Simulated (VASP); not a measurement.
# CdS (P6_3mc) in VASP: further runs, part 2 of 3

VASP 6.6.1. The steps go on from the part before.

## Step 3: Relaxation of cell and atoms, BLYP+D4

This run uses another cell than the first one, of 25.12 Å³/atom.

File INCAR:

```
PREC     = Accurate       # precision mode
ENCUT    = 600            # plane-wave cutoff, eV
EDIFF    = 1E-6           # SCF threshold, eV
ISMEAR   = -1             # smearing method
SIGMA    = 0.05           # smearing width, eV
LREAL    = False          # projectors in reciprocal space
LASPH    = True           # aspherical terms in the spheres
NELM     = 80             # most SCF steps
ALGO     = Normal         # electronic algorithm
ISIF     = 3              # what is computed and relaxed
LWAVE    = False          # write WAVECAR
LCHARG   = False          # write CHGCAR
GGA      = B5             # functional
ALDAX    = 1.0          
AGGAX    = 1.0          
AGGAC    = 1.0          
ALDAC    = 0.0          
IVDW     = 13             # dispersion correction
VDW_S6   = 1.0          
VDW_S8   = 2.34076671   
VDW_A1   = 0.44488865   
VDW_A2   = 4.0933009    
IBRION   = 2              # ionic algorithm
NSW      = 60             # ionic steps
EDIFFG   = -0.01          # ionic threshold
```

File KPOINTS:

```
Automatic mesh
0
Gamma
  7 7 4
```

File POSCAR:

```
CdS
1.0
    4.1500000000      0.0000000000      0.0000000000
   -2.0750000000      3.5940054257      0.0000000000
    0.0000000000      0.0000000000      6.7370000000
Cd S
2 2
Direct
    0.6666666667      0.3333333333      0.5000000000
    0.3333333333      0.6666666667      0.0000000000
    0.6666666667      0.3333333333      0.8750000000
    0.3333333333      0.6666666667      0.3750000000
```

Potentials or basis: VASP PAW PBE potentials, release 64 (Cd, S).

Run with:

```sh
cat potpaw_PBE.64/Cd/POTCAR potpaw_PBE.64/S/POTCAR > POTCAR
mpirun -np 1 vasp_std > vasp.out
```

OUTCAR:

```text
PREC = Accurate
   ENCUT = 600
   EDIFF = 1E-6
   ISMEAR = -1
   LREAL = False
   LASPH = True
   NELM = 80
   ISIF = 3
   GGA = B5
   IVDW = 13
   IBRION = 2
   NSW = 60
   EDIFFG = -0.01

 ion  position               nearest neighbor table
   1  0.667  0.333  0.500-   3 2.53   4 2.54   4 2.54   4 2.54
   2  0.333  0.667  0.000-   4 2.53   3 2.54   3 2.54   3 2.54
   3  0.667  0.333  0.875-   1 2.53   2 2.54   2 2.54   2 2.54
   4  0.333  0.667  0.375-   2 2.53   1 2.54   1 2.54   1 2.54

  LATTYP: Found a hexagonal cell.
 ALAT       =     4.1500000000
 C/A-ratio  =     1.6233734940

  Lattice vectors:

 A1 = (   4.1500000000,   0.0000000000,   0.0000000000)
 A2 = (  -2.0750000000,   3.5940054257,   0.0000000000)
 A3 = (   0.0000000000,   0.0000000000,   6.7370000000)

Analysis of symmetry for initial positions (statically):
=====================================================================
 Subroutine PRICEL returns:
 Original cell was already a primitive cell.

 Routine SETGRP: Setting up the symmetry group for a
 hexagonal supercell.

 Subroutine GETGRP returns: Found 12 space group operations
 (whereof  6 operations were pure point group operations)
 out of a pool of 24 trial point group operations.

The static configuration has the point symmetry C_3v.
 The point group associated with its full space group is C_6v.

Analysis of symmetry for dynamics (positions and initial velocities):
=====================================================================
 Subroutine PRICEL returns:
 Original cell was already a primitive cell.

 Routine SETGRP: Setting up the symmetry group for a
 hexagonal supercell.

 Subroutine GETGRP returns: Found 12 space group operations
 (whereof  6 operations were pure point group operations)
 out of a pool of 24 trial point group operations.

The dynamic configuration has the point symmetry C_3v.
 The point group associated with its full space group is C_6v.

 Subroutine INISYM returns: Found 12 space group operations
 (whereof  6 operations are pure point group operations),
 and found     1 'primitive' translations

----------------------------------------------------------------------------------------

                                     Primitive cell

  volume of cell :     100.4832

  direct lattice vectors                    reciprocal lattice vectors
     4.150000000  0.000000000  0.000000000     0.240963855  0.139120547  0.000000000
    -2.075000000  3.594005426  0.000000000     0.000000000  0.278241094  0.000000000
     0.000000000  0.000000000  6.737000000     0.000000000  0.000000000  0.148434021

  length of vectors
     4.150000000  4.150000000  6.737000000     0.278241094  0.278241094  0.148434021

  position of ions in fractional coordinates (direct lattice)
     0.666666667  0.333333333  0.500000000
     0.333333333  0.666666667  0.000000000
     0.666666667  0.333333333  0.875000000
     0.333333333  0.666666667  0.375000000

  ion indices of the primitive-cell ions
   primitive index   ion index
                 1           1
                 2           2
                 3           3
                 4           4

----------------------------------------------------------------------------------------

 KPOINTS: Automatic mesh

Automatic generation of k-mesh.
 Grid dimensions read from file:
 generate k-points for:    7    7    4

 Generating k-lattice:

  Cartesian coordinates                     Fractional coordinates (reciprocal lattice)
     0.034423408  0.019874364  0.000000000     0.142857143  0.000000000  0.000000000
     0.000000000  0.039748728  0.000000000     0.000000000  0.142857143  0.000000000
     0.000000000  0.000000000  0.037108505     0.000000000  0.000000000  0.250000000

  Length of vectors
     0.039748728  0.039748728  0.037108505

  Shift w.r.t. Gamma in fractional coordinates (k-lattice)
     0.000000000  0.000000000  0.000000000

 Subroutine IBZKPT returns following result:
 ===========================================

 Found     24 irreducible k-points:

 Following reciprocal coordinates:
            Coordinates               Weight
  0.000000  0.000000  0.000000      1.000000
  0.142857 -0.000000  0.000000      6.000000
  0.285714 -0.000000  0.000000      6.000000
  0.428571 -0.000000  0.000000      6.000000
  0.142857  0.142857  0.000000      6.000000
  0.285714  0.142857  0.000000     12.000000
[... 16 lines left out ...]
  0.428571  0.142857  0.500000      6.000000
  0.285714  0.285714  0.500000      6.000000
   k-points           NKPTS =     24   k-points in BZ     NKDIM =     24   number of bands    NBANDS=     22
   number of dos      NEDOS =    301   number of ions     NIONS =      4
   total plane-waves  NPLWV =  69984
   dimension x,y,z NGX =    36 NGY =   36 NGZ =   54
   dimension x,y,z NGXF=    72 NGYF=   72 NGZF=  108
   ions per type =               2   2
   NGX,Y,Z   is equivalent  to a cutoff of  14.42, 14.42, 13.33 a.u.
   NGXF,Y,Z  is equivalent  to a cutoff of  28.84, 28.84, 26.65 a.u.
 SYSTEM =  unknown system
   PREC   = accura    normal or accurate (medium, high low for compatibility)
   ISTART =      0    job   : 0-new  1-cont  2-samecut
   ICHARG =      2    charge: 1-file 2-atom 10-const
   ISPIN  =      1    spin polarized calculation?
   LNONCOLLINEAR =      F non collinear calculations
   LSORBIT =      F    spin-orbit coupling
   LASPH  =      T    aspherical Exc in radial PAW
   ENCUT  =  600.0 eV  44.10 Ry    6.64 a.u.   8.29  8.29 13.46*2*pi/ulx,y,z
   NELM   =     80;   NELMIN=  2; NELMDL= -5     # of ELM steps
   EDIFF  = 0.1E-05   stopping-criterion for ELM
   LREAL  =      F    real-space projection
   EDIFFG = -.1E-01   stopping-criterion for IOM
   NSW    =     60    number of steps for IOM
   IBRION =      2    ionic relax: 0-MD 1-quasi-New 2-CG
   NFREE  =      1    steps in history (QN), initial steepest desc. (CG)
   ISIF   =      3    stress and relaxation
   ISYM   =      2    0-nonsym 1-usesym 2-fastsym
   POTIM  = 0.5000    time-step for ionic-motion
   TEBEG  =    0.0;   TEEND  =   0.0 temperature during run
   PSTRESS=    0.0 pullay stress
   NELECT =      36.0000    total number of electrons
   NUPDOWN=      -1.0000    fix difference up-down
   EMIN   =  10.00;   EMAX   =-10.00  energy-range for DOS
   EFERMI =   0.00;   METHOD = LEGACY
   ISMEAR =    -1;   SIGMA  =   0.05  broadening in eV -4-tet -1-fermi 0-gaus
   EFERMI_NEDOS =   21; number of points for ismear=-14 and -15
   IALGO  =     38    algorithm
   IMIX   =      4    mixing-type and parameters
     AMIX     =   0.40;   BMIX     =  1.00
     AMIX_MAG =   1.60;   BMIX_MAG =  1.00
  volume/ion in A,a.u.               =      25.12       169.52
  Fermi-wavevector in a.u.,A,eV,Ry     =   1.162727  2.197236 18.394190  1.351935
  Thomas-Fermi vector in A             =   2.299285
   LORBIT       =      0    0 simple, 1 ext, 2 COOP (PROOUT), +10 PAW based schemes
   GGA     = B5    functional components
   LHFCALC =     F    Hartree Fock is set to
   AEXX    =    0.0000 exact exchange contribution
   IVDW    =    13    specifies the selected vdW correction
   LEPSILON=     F    determine dielectric tensor
   LRPA    =     F    only Hartree local field effects (RPA)
 conjugate gradient relaxation of ions
 non-spin polarized calculation
  energy-cutoff  :      600.00
  volume of cell :      100.48
 maximum number of plane-waves:      3376
 NGX is ok and might be reduce to    36
   NGX = 17   NGY = 17   NGZ = 27

--------------------------------------- Ionic step        1  -------------------------------------------

 number of electron      36.0000008 magnetization

 Free energy of the ion-electron system (eV)
  ---------------------------------------------------
  ext. energy  EPLUGINS =         0.00000000
  ---------------------------------------------------
  free energy    TOTEN  =       -10.26522438 eV

  energy without entropy =      -10.26522416  energy(sigma->0) =      -10.26522427

------------------------ aborting loop because EDIFF is reached ----------------------------------------

  DFT-D4 for vdW energy calculation

  Edisp (eV):   -2.31852

  FORCE on cell =-STRESS in cart. coord.  units (eV):
  Direction    XX          YY          ZZ          XY          YZ          ZX
  --------------------------------------------------------------------------------------
  -------------------------------------------------------------------------------------
  Total       0.67895     0.67895     1.20717     0.00000     0.00000     0.00000
  in kB      10.82564    10.82564    19.24792     0.00000     0.00000     0.00000
  external pressure =       13.63 kB  Pullay stress =        0.00 kB
[... 65 lines left out ...]
  energy  without entropy=      -12.5937941897  energy(sigma->0) =      -12.59379444

--------------------------------------- Ionic step        3  -------------------------------------------

 number of electron      36.0000006 magnetization

 Free energy of the ion-electron system (eV)
  ---------------------------------------------------
  ext. energy  EPLUGINS =         0.00000000
  ---------------------------------------------------
  free energy    TOTEN  =       -10.33824964 eV

  energy without entropy =      -10.33824923  energy(sigma->0) =      -10.33824944

 E-fermi :   1.9725     XC(G=0):  -8.5130

 val. band max:        1.3926421858   @ k =   0.0000   0.0000   0.0000
 cond. band min:       2.4901118033   @ k =   0.0000   0.0000   0.0000
 fundamental gap:      1.0974696175
 Fermi energy:         1.9725241570

 k-point     1 :       0.0000    0.0000    0.0000
  band No.  band energies     occupation
      1     -10.7600      2.00000
      2     -10.3700      2.00000
      3      -6.2490      2.00000
      4      -6.2390      2.00000
      5      -6.2390      2.00000
      6      -6.1622      2.00000
[... 624 lines left out ...]
  FREE ENERGIE OF THE ION-ELECTRON SYSTEM (eV)
  ---------------------------------------------------
  free  energy   TOTEN  =       -12.5948660918 eV

  energy  without entropy=      -12.5948656854  energy(sigma->0) =      -12.59486589

 reached required accuracy - stopping structural energy minimisation
```

Wall time 3 min (1 thread of Intel Xeon Platinum 8259CL at 2.50GHz (Skylake/Cascade Lake), shared host); peak memory 0.29 GiB.

What came out:

| Quantity | Value |
| --- | --- |
| Free energy | -12.5949 eV |
| Relaxed volume | 25.72 Å³/atom |
| Relaxed cell | a = 4.176 Å, b = 4.176 Å, c = 6.812 Å, α = 90.00°, β = 90.00°, γ = 120.00° |
| Space group after relaxing (to 0.1 Å) | P6_3mc (No. 186) |
| Energy gained by relaxing | 2.8 meV/atom |
| Ionic steps | 3 |
| Pressure after relaxing | 0.0 GPa |
| Band gap on the k mesh | 1.10 eV |
| Dispersion energy per atom | -0.564 eV |

Step by step:
```tsv
step	energy change (eV)	largest force (eV/Å)	pressure (GPa)	volume (Å³)
1	0.0000	0.0639	1.36	100.48
2	-0.0101	0.0182	-0.43	103.62
3	-0.0111	0.0013	-0.02	102.86
```

Final structure:
```yaml
crystal:
  lattice:
    - [4.17582, 0.00000, 0.00000]
    - [-2.08791, 3.61637, 0.00000]
    - [0.00000, 0.00000, 6.81153]
  atoms:
    - { symbol: Cd, position: [0.66667, 0.33333, 0.49965] }
    - { symbol: Cd, position: [0.33333, 0.66667, 0.99965] }
    - { symbol: S, position: [0.66667, 0.33333, 0.87535] }
    - { symbol: S, position: [0.33333, 0.66667, 0.37535] }
```

Caveat: the PAW data sets were made with another functional, which shifts forces and pressure a little. As with any semilocal functional, this BLYP gap is likely too small.

## Step 4: Single point, RPBE+D4

File INCAR:

```
  ALGO = Normal
  EDIFF = 1E-6
  ENCUT = 630
  GGA = RP
  GGA_COMPAT = False
  ISIF = 2
  ISMEAR = -1
  IVDW = 13
  LASPH = True
  LCHARG = False
  LREAL = False
  LWAVE = False
  NBANDS = 34
  NELM = 120
  PREC = Accurate
  SIGMA = 0.05
```

File KPOINTS:

```
k-points
0
Gamma
  7 7 4
```

File POSCAR:

```
CdS
1.0
    4.2313932131      0.0000000000      0.0000000000
   -2.1156966065      3.6644940159      0.0000000000
    0.0000000000      0.0000000000      6.8691315847
Cd S
2 2
Direct
    0.6666666667      0.3333333333      0.5000000000
    0.3333333333      0.6666666667      0.0000000000
    0.6666666667      0.3333333333      0.8750000000
    0.3333333333      0.6666666667      0.3750000000
```

Potentials or basis: VASP PAW PBE potentials, release 64 (Cd_sv_GW, S).

Run with:

```sh
cat potpaw_PBE.64/Cd_sv_GW/POTCAR potpaw_PBE.64/S/POTCAR > POTCAR
mpirun -np 1 vasp_std > vasp.out
```

Run time: 2.6 min. Hardware: 1 thread of Intel Xeon Platinum 8259CL at 2.50GHz (Skylake/Cascade Lake), shared host; peak memory 0.32 GiB.

It converged, with:

```yaml
Free_energy: -13.4057 eV
Pressure: -3.1 GPa
Largest_force: 0.065 eV/Å
Band_gap_on_the_k_mesh: 1.24 eV
Dispersion_energy_per_atom: -0.554 eV
```

Forces on the atoms (eV/Å):
```
Cd   0.000  0.000 -0.065
Cd   0.000  0.000 -0.065
S    0.000  0.000  0.065
S    0.000  0.000  0.065
```

Stress tensor (GPa, compression positive):
```
-3.18  0.00  0.00
 0.00 -3.18  0.00
 0.00  0.00 -2.82
```

Levels at points of the mesh, in eV from the valence-band top:
| k point | band 24 | band 25 | band 26 | band 27 | band 28 | band 29 |
| --- | --- | --- | --- | --- | --- | --- |
| (0.00, 0.00, 0.00) | -0.03 | 0.00 | 0.00 | 1.24 | 2.85 | 6.57 |
| (0.00, 0.00, 0.50) | -0.34 | -0.34 | -0.34 | 2.85 | 2.85 | 6.27 |

Caveat: the cell stands under tension; the PAW data sets were made with another functional, which shifts forces and pressure a little.

(Part 2 of 3 ends here.)
